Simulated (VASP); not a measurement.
Here is a VASP 6.6.1 calculation.

INCAR

```
SYSTEM = Al15N15O
PREC     = Accurate       ! precision mode
ENCUT    = 520            ! plane-wave cutoff, eV
EDIFF    = 1E-6           ! SCF threshold, eV
ISMEAR   = 0              ! smearing method
SIGMA    = 0.01           ! smearing width, eV
LREAL    = Auto         
LASPH    = .True.         ! aspherical terms in the spheres
NELM     = 60             ! most SCF steps
ALGO     = Normal         ! electronic algorithm
ISIF     = 2              ! what is computed and relaxed
LWAVE    = .False.        ! write WAVECAR
LCHARG   = .False.        ! write CHGCAR
GGA      = PE             ! functional
NBANDS   = 84             ! bands
```

Contents of KPOINTS:

```
Automatic mesh
0
Gamma
  1 1 1
  0.25 0.25 0.25
```

The input POSCAR:

```
Al15N15O
1.0
    6.2595139102      0.0000000601      0.0000000000
   -3.1297570100      5.4208980298      0.0000000000
    0.0000000000      0.0000000000     10.0348065900
Al O N
15 1 15
Direct
    0.3278132194      0.1711629266      0.2515751102
    0.3275126654      0.1712930183      0.7507968276
    0.1631916080      0.3355255473      0.9993389385
    0.3451915759      0.6812959576      0.2445993481
    0.1808956053      0.8504440846      0.5022411609
    0.3289555556      0.6571337872      0.7496087552
    0.1672972617      0.8359597410      1.0006126084
    0.8174578817      0.1537854195      0.2443457391
    0.6486094752      0.3179076578      0.5020462027
    0.8415588170      0.1696675715      0.7497291673
    0.6627950246      0.3316195931      1.0005985118
    0.8350267955      0.6641688886      0.2468237615
    0.6881918699      0.8109564484      0.5163661546
    0.8386167625      0.6600798360      0.7527788571
    0.6672585191      0.8314187830      0.9945406437
    0.3285927911      0.1704040375      0.4355658627
    0.1609801363      0.3377014221      0.1984551926
    0.3299938578      0.1687113272      0.9429895543
    0.1663786148      0.3323179332      0.6969153462
    0.4276494208      0.7983120256      0.4246783061
    0.1681208336      0.8378597814      0.1905590574
    0.3311037849      0.6704534329      0.9423433885
    0.1723637321      0.8349302460      0.6886756817
    0.6998902708      0.0706633593      0.4240645423
    0.6611002327      0.3311597255      0.1905218844
    0.8280875973      0.1675511978      0.9424210024
    0.6637845278      0.3260391571      0.6885641138
    0.8462730915      0.6526256504      0.4393219663
    0.6724041173      0.8265867785      0.1821452658
    0.8340644521      0.6646541556      0.9400924044
    0.6719892784      0.8264193534      0.6983938802
```

Potentials or basis: VASP PAW PBE potentials, release 64 (Al, O, N).

Launch:

```console
$ cat potpaw_PBE.64/Al/POTCAR potpaw_PBE.64/O/POTCAR potpaw_PBE.64/N/POTCAR > POTCAR
$ mpirun -np 1 vasp_std > vasp.out
```

Q: Predict the pressure.

A: 0.1 GPa.

Q: Estimate the largest force.

A: 0.264 eV/Å.

Q: Predict the band gap on the k mesh.

A: 2.56 eV.

Forces in eV/Å, atoms in the order of the input:
```
Al   0.078 -0.047 -0.020
Al   0.109 -0.066  0.045
Al  -0.100  0.057  0.002
Al   0.098 -0.117 -0.048
Al  -0.176  0.003  0.005
Al   0.092 -0.096  0.012
Al  -0.111  0.088 -0.017
Al   0.149 -0.031 -0.053
Al  -0.089  0.144  0.016
Al   0.131 -0.035  0.003
Al  -0.135  0.044 -0.014
Al   0.103 -0.063  0.033
Al   0.135 -0.080  0.102
Al   0.149 -0.096 -0.017
Al  -0.132  0.071  0.033
O    0.136 -0.086 -0.015
N   -0.198  0.126  0.002
N    0.175 -0.098  0.036
N   -0.232  0.124 -0.016
N   -0.033 -0.097 -0.073
N   -0.172  0.077  0.029
N    0.194 -0.098 -0.023
N   -0.150  0.061  0.042
N    0.069  0.091  0.018
N   -0.149  0.101  0.026
N    0.193 -0.113 -0.026
N   -0.134  0.118  0.045
N    0.063 -0.031  0.015
N   -0.132  0.061 -0.047
N    0.207 -0.113  0.015
N   -0.138  0.100 -0.110
```

Caveat: the k points lie up to 1.16 Å⁻¹ apart.
